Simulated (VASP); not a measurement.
# BN (Pm) in VASP: notebook

BN is run at these levels: r2SCAN; tasks: single point.

All numbers are computed with VASP 6.6.1; they aren't measurements. Logs are shortened: lines on timing, memory, paths and dates and some standing lists are left out, and cuts for length are marked.

## 1. The cell of the first run

It takes space group Pm (No. 6, monoclinic). The conventional cell has a = 2.501 Å, b = 6.874 Å, c = 2.501 Å, α = 90.00°, β = 120.00°, γ = 90.00°. Within 1.9 Å of B (site symmetry m) lie 3 N at 1.44 Å. B (site symmetry m) has 2 N at 1.17 to 1.40 Å within 1.6 Å. N (site symmetry m) has 2 B at 1.17 to 1.40 Å within 1.6 Å. Within 1.9 Å of N (site symmetry m) lie 3 B at 1.44 Å.

## 2. Single point, r2SCAN (atom 3 (N) moved -0.450 Å along Cartesian [1 -1 0])

Contents of POSCAR:

```
BN
1.0
    2.5009753125      0.0000000000      0.0000000000
   -1.2504876563      2.1659081548      0.0000000000
    0.0000000000      0.0000000000      6.8741616654
B N
2 2
Direct
    0.3333333333      0.6666666667      0.2500000000
    0.6666666667      0.3333333333      0.7500000000
    0.2795597834      0.8135787372      0.7500000000
    0.6666666667      0.3333333333      0.2500000000
```

Contents of INCAR.step1:

```
SYSTEM = BN
PREC = Accurate
ENCUT = 520
ISMEAR = 0
SIGMA = 0.05
LREAL = .FALSE.
LASPH = .TRUE.
NELM = 60
NBANDS = 16
GGA = PE
ALGO = Normal
EDIFF = 1E-4
LWAVE = .TRUE.
LCHARG = .FALSE.
```

Contents of INCAR.step2:

```
SYSTEM = BN
PREC = Accurate
ENCUT = 520
EDIFF = 1E-6
ISMEAR = 0
SIGMA = 0.05
LREAL = .FALSE.
LASPH = .TRUE.
NELM = 60
ALGO = Normal
ISIF = 2
LWAVE = .FALSE.
LCHARG = .TRUE.
METAGGA = R2SCAN
LMIXTAU = .TRUE.
LELF = .TRUE.
LVHAR = .TRUE.
NBANDS = 16
ISTART = 1
```

Contents of KPOINTS:

```
Automatic mesh
0
G
  12 12 4
  0 0 0
```

Potentials or basis: VASP PAW PBE potentials, release 64 (B, N).

The run is started by

```sh
$ cat potpaw_PBE.64/B/POTCAR potpaw_PBE.64/N/POTCAR > POTCAR
$ cp INCAR.step1 INCAR
$ mpirun -np 1 vasp_std > vasp.out
$ cp INCAR.step2 INCAR
$ mpirun -np 1 vasp_std > vasp.out
```

OUTCAR:

```text
SYSTEM = BN
   PREC = Accurate
   ENCUT = 520
   EDIFF = 1E-6
   ISMEAR = 0
   LREAL = .FALSE.
   LASPH = .TRUE.
   NELM = 60
   ISIF = 2
   METAGGA = R2SCAN
   ISTART = 1

 ion  position               nearest neighbor table
   1  0.333  0.667  0.250-   4 1.44   4 1.44   4 1.44
   2  0.667  0.333  0.750-   3 1.17   3 1.40   3 1.88
   3  0.280  0.814  0.750-   2 1.17   2 1.40   2 1.88
   4  0.667  0.333  0.250-   1 1.44   1 1.44   1 1.44

  LATTYP: Found a hexagonal cell.
 ALAT       =     2.5009753125
 C/A-ratio  =     2.7485923716

  Lattice vectors:

 A1 = (   2.5009753125,   0.0000000000,   0.0000000000)
 A2 = (  -1.2504876563,   2.1659081548,   0.0000000000)
 A3 = (   0.0000000000,   0.0000000000,   6.8741616654)

Analysis of symmetry for initial positions (statically):
=====================================================================
 Subroutine PRICEL returns:
 Original cell was already a primitive cell.

 Routine SETGRP: Setting up the symmetry group for a
 hexagonal supercell.

 Subroutine GETGRP returns: Found  2 space group operations
 (whereof  1 operations were pure point group operations)
 out of a pool of 24 trial point group operations.

The static configuration has the point symmetry C_1 .
 The point group associated with its full space group is C_1h.

Analysis of symmetry for dynamics (positions and initial velocities):
=====================================================================
 Subroutine PRICEL returns:
 Original cell was already a primitive cell.

 Routine SETGRP: Setting up the symmetry group for a
 hexagonal supercell.

 Subroutine GETGRP returns: Found  2 space group operations
 (whereof  1 operations were pure point group operations)
 out of a pool of 24 trial point group operations.

The dynamic configuration has the point symmetry C_1 .
 The point group associated with its full space group is C_1h.

 Subroutine INISYM returns: Found  2 space group operations
 (whereof  1 operations are pure point group operations),
 and found     1 'primitive' translations

----------------------------------------------------------------------------------------

                                     Primitive cell

  volume of cell :      37.2365

  direct lattice vectors                    reciprocal lattice vectors
     2.500975313  0.000000000  0.000000000     0.399844011  0.230850047  0.000000000
    -1.250487656  2.165908155  0.000000000     0.000000000  0.461700095  0.000000000
     0.000000000  0.000000000  6.874161665     0.000000000  0.000000000  0.145472284

  length of vectors
     2.500975313  2.500975312  6.874161665     0.461700095  0.461700095  0.145472284

  position of ions in fractional coordinates (direct lattice)
     0.333333333  0.666666667  0.250000000
     0.666666667  0.333333333  0.750000000
     0.279559783  0.813578737  0.750000000
     0.666666667  0.333333333  0.250000000

  ion indices of the primitive-cell ions
   primitive index   ion index
                 1           1
                 2           2
                 3           3
                 4           4

----------------------------------------------------------------------------------------

 KPOINTS: Automatic mesh

Automatic generation of k-mesh.
 Grid dimensions read from file:
 generate k-points for:   12   12    4

 Generating k-lattice:

  Cartesian coordinates                     Fractional coordinates (reciprocal lattice)
     0.033320334  0.019237504  0.000000000     0.083333333  0.000000000  0.000000000
     0.000000000  0.038475008  0.000000000     0.000000000  0.083333333  0.000000000
     0.000000000  0.000000000  0.036368071     0.000000000  0.000000000  0.250000000

  Length of vectors
     0.038475008  0.038475008  0.036368071

  Shift w.r.t. Gamma in fractional coordinates (k-lattice)
     0.000000000  0.000000000  0.000000000

 Subroutine IBZKPT returns following result:
 ===========================================

 Found    222 irreducible k-points:

 Following reciprocal coordinates:
            Coordinates               Weight
  0.000000  0.000000  0.000000      1.000000
  0.083333  0.000000  0.000000      2.000000
  0.000000  0.083333  0.000000      2.000000
 -0.083333  0.083333  0.000000      2.000000
  0.166667  0.000000  0.000000      2.000000
  0.000000  0.166667  0.000000      2.000000
[... 16 lines left out ...]
  0.166667  0.083333  0.000000      2.000000
 -0.083333  0.250000  0.000000      2.000000
 [... further k-points ...]
   k-points           NKPTS =    222   k-points in BZ     NKDIM =    222   number of bands    NBANDS=     16
   number of dos      NEDOS =    301   number of ions     NIONS =      4
   total plane-waves  NPLWV =  21600
   dimension x,y,z NGX =    20 NGY =   20 NGZ =   54
   dimension x,y,z NGXF=    40 NGYF=   40 NGZF=  108
   ions per type =               2   2
   NGX,Y,Z   is equivalent  to a cutoff of  13.29, 13.29, 13.06 a.u.
   NGXF,Y,Z  is equivalent  to a cutoff of  26.59, 26.59, 26.12 a.u.
 SYSTEM =  BN
   PREC   = accura    normal or accurate (medium, high low for compatibility)
   ISTART =      1    job   : 0-new  1-cont  2-samecut
   ICHARG =      0    charge: 1-file 2-atom 10-const
   ISPIN  =      1    spin polarized calculation?
   LNONCOLLINEAR =      F non collinear calculations
   LSORBIT =      F    spin-orbit coupling
   LASPH  =      T    aspherical Exc in radial PAW
   ENCUT  =  520.0 eV  38.22 Ry    6.18 a.u.   4.65  4.65 12.78*2*pi/ulx,y,z
   NELM   =     60;   NELMIN=  2; NELMDL=  0     # of ELM steps
   EDIFF  = 0.1E-05   stopping-criterion for ELM
   LREAL  =      F    real-space projection
   EDIFFG = 0.1E-04   stopping-criterion for IOM
   NSW    =      0    number of steps for IOM
   IBRION =     -1    ionic relax: 0-MD 1-quasi-New 2-CG
   NFREE  =      0    steps in history (QN), initial steepest desc. (CG)
   ISIF   =      2    stress and relaxation
   ISYM   =      2    0-nonsym 1-usesym 2-fastsym
   POTIM  = 0.5000    time-step for ionic-motion
   TEBEG  =    0.0;   TEEND  =   0.0 temperature during run
   PSTRESS=    0.0 pullay stress
   NELECT =      16.0000    total number of electrons
   NUPDOWN=      -1.0000    fix difference up-down
   EMIN   =  10.00;   EMAX   =-10.00  energy-range for DOS
   EFERMI =   0.00;   METHOD = LEGACY
   ISMEAR =     0;   SIGMA  =   0.05  broadening in eV -4-tet -1-fermi 0-gaus
   EFERMI_NEDOS =   21; number of points for ismear=-14 and -15
   IALGO  =     38    algorithm
   IMIX   =      4    mixing-type and parameters
     AMIX     =   0.40;   BMIX     =  1.00
     AMIX_MAG =   1.60;   BMIX_MAG =  1.00
  volume/ion in A,a.u.               =       9.31        62.82
  Fermi-wavevector in a.u.,A,eV,Ry     =   1.235355  2.334482 20.763877  1.526102
  Thomas-Fermi vector in A             =   2.370008
   LORBIT       =      0    0 simple, 1 ext, 2 COOP (PROOUT), +10 PAW based schemes
   METAGGA = R2SCAN    functional components
   LHFCALC =     F    Hartree Fock is set to
   AEXX    =    0.0000 exact exchange contribution
   IVDW    =     0    specifies the selected vdW correction
   LEPSILON=     F    determine dielectric tensor
   LRPA    =     F    only Hartree local field effects (RPA)
 non-spin polarized calculation
 Gauss-broadening in eV      SIGMA  =   0.05
  energy-cutoff  :      520.00
  volume of cell :       37.24
 maximum number of plane-waves:      1034
   NGX =  9   NGY =  9   NGZ = 25

 number of electron      16.0000000 magnetization

 Free energy of the ion-electron system (eV)
  ---------------------------------------------------
  ext. energy  EPLUGINS =         0.00000000
  ---------------------------------------------------
  free energy    TOTEN  =       -35.75699101 eV

  energy without entropy =      -35.75699101  energy(sigma->0) =      -35.75699101

 E-fermi :   4.0243     XC(G=0): -10.4634

 val. band max:        3.7001035410   @ k =   0.0000   0.0000   0.5000
 cond. band min:       5.9263258837   @ k =   0.0000   0.5000   0.5000
 fundamental gap:      2.2262223427
 Fermi energy:         4.0242833983

 k-point     1 :       0.0000    0.0000    0.0000
  band No.  band energies     occupation
      1     -17.0993      2.00000
      2     -16.8348      2.00000
      3      -4.6618      2.00000
      4      -4.2270      2.00000
      5      -2.8655      2.00000
      6       0.2950      2.00000
[... 8 lines left out ...]
     15      16.4391      0.00000
     16      17.1147      0.00000

 k-point     2 :       0.0833    0.0000    0.0000
  band No.  band energies     occupation
      1     -16.9634      2.00000
      2     -16.7151      2.00000
      3      -4.4671      2.00000
      4      -4.4073      2.00000
      5      -2.6871      2.00000
      6      -0.2944      2.00000
[... 8 lines left out ...]
     15      15.8270      0.00000
     16      17.4825      0.00000

 k-point     3 :       0.0000    0.0833    0.0000
  band No.  band energies     occupation
      1     -16.9644      2.00000
      2     -16.7182      2.00000
      3      -4.4646      2.00000
      4      -4.4113      2.00000
      5      -2.6846      2.00000
      6      -0.2941      2.00000
[... 8 lines left out ...]
     15      15.8007      0.00000
     16      17.3873      0.00000

 k-point     4 :      -0.0833    0.0833    0.0000
  band No.  band energies     occupation
      1     -16.9566      2.00000
      2     -16.6902      2.00000
      3      -4.4826      2.00000
      4      -4.3330      2.00000
      5      -2.7045      2.00000
      6      -0.2954      2.00000
[... 8 lines left out ...]
     15      16.0338      0.00000
     16      17.4574      0.00000

 k-point     5 :       0.1667    0.0000    0.0000
  band No.  band energies     occupation
      1     -16.5696      2.00000
      2     -16.3611      2.00000
      3      -4.9191      2.00000
      4      -3.8898      2.00000
      5      -2.1623      2.00000
      6      -1.7808      2.00000
[... 8 lines left out ...]
     15      16.3582      0.00000
     16      17.9883      0.00000

 k-point     6 :       0.0000    0.1667    0.0000
  band No.  band energies     occupation
      1     -16.5759      2.00000
      2     -16.3716      2.00000
      3      -4.9352      2.00000
      4      -3.8789      2.00000
      5      -2.1517      2.00000
      6      -1.7805      2.00000
[... 8 lines left out ...]
     15      16.3571      0.00000
     16      17.9084      0.00000
[... 267 lines left out ...]
 k-point    21 :      -0.0833    0.1667    0.0000
  band No.  band energies     occupation
      1     -16.6837      2.00000
      2     -16.4381      2.00000
      3      -4.6329      2.00000
      4      -4.1079      2.00000
      5      -2.3657      2.00000
      6      -1.2631      2.00000
[... 8 lines left out ...]
     15      15.9016      0.00000
     16      18.0788      0.00000

 k-point    22 :      -0.1667    0.0833    0.0000
  band No.  band energies     occupation
      1     -16.6811      2.00000
      2     -16.4284      2.00000
      3      -4.6295      2.00000
      4      -4.1158      2.00000
      5      -2.3727      2.00000
      6      -1.2635      2.00000
[... 8 lines left out ...]
     15      16.1130      0.00000
     16      18.2734      0.00000

 k-point    23 :       0.1667    0.0833    0.0000
  band No.  band energies     occupation
      1     -16.2455      2.00000
      2     -16.0355      2.00000
      3      -5.3639      2.00000
      4      -3.2868      2.00000
      5      -2.8281      2.00000
      6      -1.6131      2.00000
[... 8 lines left out ...]
     15      17.4078      0.00000
     16      17.5165      0.00000

 k-point    24 :      -0.0833    0.2500    0.0000
  band No.  band energies     occupation
      1     -16.1716      2.00000
      2     -15.9767      2.00000
      3      -5.2966      2.00000
      4      -3.3568      2.00000
      5      -2.8292      2.00000
      6      -1.6924      2.00000
[... 8 lines left out ...]
     15      17.3143      0.00000
     16      17.4474      0.00000

 [... further k-points ...]

------------------------ aborting loop because EDIFF is reached ----------------------------------------

  FORCE on cell =-STRESS in cart. coord.  units (eV):
  Direction    XX          YY          ZZ          XY          YZ          ZX
  --------------------------------------------------------------------------------------
  -------------------------------------------------------------------------------------
  Total        4.1662682     14.1986278     -0.0640392      2.7172110      0.0000000      0.0000000
  in kB      179.2621593    610.9248263     -2.7554160    116.9135253      0.0000000      0.0000000
  external PRESSURE =     262.4771899 kB  Pullay stress =       0.0000000 kB

 VOLUME and BASIS-vectors are now :
 -----------------------------------------------------------------------------
  energy-cutoff  :      520.00
  volume of cell :       37.24
      direct lattice vectors                 reciprocal lattice vectors
     2.500975313  0.000000000  0.000000000     0.399844011  0.230850047  0.000000000
    -1.250487656  2.165908155  0.000000000     0.000000000  0.461700095  0.000000000
     0.000000000  0.000000000  6.874161665     0.000000000  0.000000000  0.145472284

 POSITION                                       TOTAL-FORCE (eV/Angst)
 -----------------------------------------------------------------------------------
     -0.00000      1.44394      1.71854        -0.006817     -0.001135      0.000000
      1.25049      0.72197      5.15562         1.106021     14.565026      0.000000
     -0.31820      1.76214      5.15562        -1.113027    -14.589932      0.000000
      1.25049      0.72197      1.71854         0.013822      0.026041      0.000000
 -----------------------------------------------------------------------------------
    total drift:                               -0.000095     -0.000018     -0.000000

  FREE ENERGIE OF THE ION-ELECTRON SYSTEM (eV)
  ---------------------------------------------------
  free  energy   TOTEN  =       -35.7569910133 eV

  energy  without entropy=      -35.7569910133  energy(sigma->0) =      -35.75699101
```

Wall time 6.2 min (1 thread of Intel Xeon Platinum 8488C (Sapphire Rapids), shared host); peak memory 0.24 GiB.

What came out:

```
Free energy            : -35.7570 eV
Pressure               : 26.2 GPa
Largest force          : 14.632 eV/Å
Band gap on the k mesh : 2.23 eV (least direct gap 3.36 eV)
```

Forces in eV/Å, atoms in the order of the input:
```
B    -0.007  -0.001   0.000
B     1.106  14.565   0.000
N    -1.113 -14.590   0.000
N     0.014   0.026   0.000
```

Levels at points of the mesh, in eV from the valence-band top:
| k point | band 5 | band 6 | band 7 | band 8 | band 9 | band 10 | band 11 | band 12 |
| --- | --- | --- | --- | --- | --- | --- | --- | --- |
| (0.00, 0.00, 0.00) | -6.57 | -3.41 | -3.40 | 0.00 | 3.36 | 8.28 | 8.58 | 10.32 |
| (0.50, 0.00, 0.00) | -6.33 | -3.36 | -3.25 | -2.64 | 2.74 | 3.88 | 4.19 | 8.39 |
| (0.00, 0.50, 0.00) | -6.33 | -3.72 | -3.06 | -2.64 | 2.46 | 3.54 | 6.44 | 8.37 |
| (0.50, 0.50, 0.00) | -9.07 | -6.33 | -4.62 | -2.79 | 3.10 | 7.91 | 7.92 | 8.63 |
| (0.00, 0.00, 0.50) | -7.47 | -3.41 | -3.40 | 0.00 | 5.53 | 5.60 | 8.57 | 10.32 |
| (0.50, 0.00, 0.50) | -6.33 | -3.28 | -2.97 | -2.95 | 2.93 | 3.26 | 4.28 | 8.56 |
| (0.00, 0.50, 0.50) | -6.33 | -3.73 | -2.98 | -2.59 | 2.23 | 3.29 | 6.51 | 8.60 |
| (0.50, 0.50, 0.50) | -9.07 | -6.33 | -4.47 | -2.99 | 3.32 | 6.99 | 8.28 | 8.54 |

Caveat: the cell differs from its parent crystal (atom 3 (N) moved -0.450 Å along Cartesian [1 -1 0]); the cell stands under pressure; the PAW data sets were made with another functional, which shifts forces and pressure a little.

## 3. Single point, r2SCAN (atom 3 (N) moved +0.338 Å along Cartesian [1 -1 0])

Edit POSCAR of step 2 so:

```diff
@@ -10,3 +10,3 @@
     0.6666666667      0.3333333333      0.7500000000
-    0.2795597834      0.8135787372      0.7500000000
+    0.3736634958      0.5564826138      0.7500000000
     0.6666666667      0.3333333333      0.2500000000
```

Contents of INCAR.step1:

```
  PREC = Accurate
  ENCUT = 520
  ISMEAR = 0
  SIGMA = 0.05
  LREAL = F
  LASPH = T
  NELM = 100
  NBANDS = 16
  GGA = PE
  ALGO = Normal
  EDIFF = 1E-4
  LWAVE = T
  LCHARG = F
```

Contents of INCAR.step2:

```
  PREC = Accurate
  ENCUT = 520
  EDIFF = 1E-7
  ISMEAR = 0
  SIGMA = 0.05
  LREAL = F
  LASPH = T
  NELM = 100
  ALGO = Normal
  ISIF = 2
  LWAVE = F
  LCHARG = F
  METAGGA = R2SCAN
  LMIXTAU = T
  NBANDS = 16
  ISTART = 1
```

Contents of KPOINTS:

```
regular mesh
0
Gamma
  12 12 4
```

Potentials or basis: VASP PAW PBE potentials, release 64 (B, N).

The run is started by

```sh
$ cat potpaw_PBE.64/B/POTCAR potpaw_PBE.64/N/POTCAR > POTCAR
$ cp INCAR.step1 INCAR
$ mpirun -np 1 vasp_std > vasp.out
$ cp INCAR.step2 INCAR
$ mpirun -np 1 vasp_std > vasp.out
```

It took 5.3 min on 1 thread of Intel Xeon Platinum 8488C (Sapphire Rapids), shared host; peak memory 0.24 GiB.

It converged, with:

- Free energy: -35.2945 eV
- Pressure: 29.1 GPa
- Largest force: 25.258 eV/Å
- Band gap on the k mesh: 2.76 eV (least direct gap 3.74 eV)

Forces on the atoms (eV/Å):
```
B    -0.005   0.000   0.000
B    22.264 -11.856   0.000
N   -22.295  11.870   0.000
N     0.036  -0.015   0.000
```

Stress tensor (GPa, compression positive):
```
 70.03 -34.15   0.00
-34.15  17.46   0.00
  0.00   0.00  -0.13
```

Levels at points of the mesh, in eV from the valence-band top:
| k point | band 6 | band 7 | band 8 | band 9 | band 10 | band 11 |
| --- | --- | --- | --- | --- | --- | --- |
| (0.00, 0.00, 0.00) | -3.09 | -3.09 | 0.00 | 3.74 | 7.66 | 8.87 |
| (0.50, 0.00, 0.00) | -4.93 | -3.60 | -2.44 | 3.33 | 5.46 | 5.78 |
| (0.00, 0.50, 0.00) | -6.02 | -3.98 | -2.46 | 3.39 | 6.66 | 7.09 |
| (0.50, 0.50, 0.00) | -4.50 | -2.73 | -2.50 | 2.97 | 3.90 | 8.63 |
| (0.00, 0.00, 0.50) | -3.09 | -3.09 | 0.00 | 5.90 | 5.94 | 7.73 |
| (0.50, 0.00, 0.50) | -4.93 | -3.38 | -2.66 | 3.62 | 4.77 | 5.85 |
| (0.00, 0.50, 0.50) | -6.02 | -3.81 | -2.67 | 3.63 | 5.94 | 7.22 |
| (0.50, 0.50, 0.50) | -4.50 | -2.67 | -2.45 | 2.76 | 3.62 | 8.94 |

Caveat: the cell differs from its parent crystal (atom 3 (N) moved +0.338 Å along Cartesian [1 -1 0]); the cell stands under pressure; the PAW data sets were made with another functional, which shifts forces and pressure a little.

(Continued in part 2 of 2.)
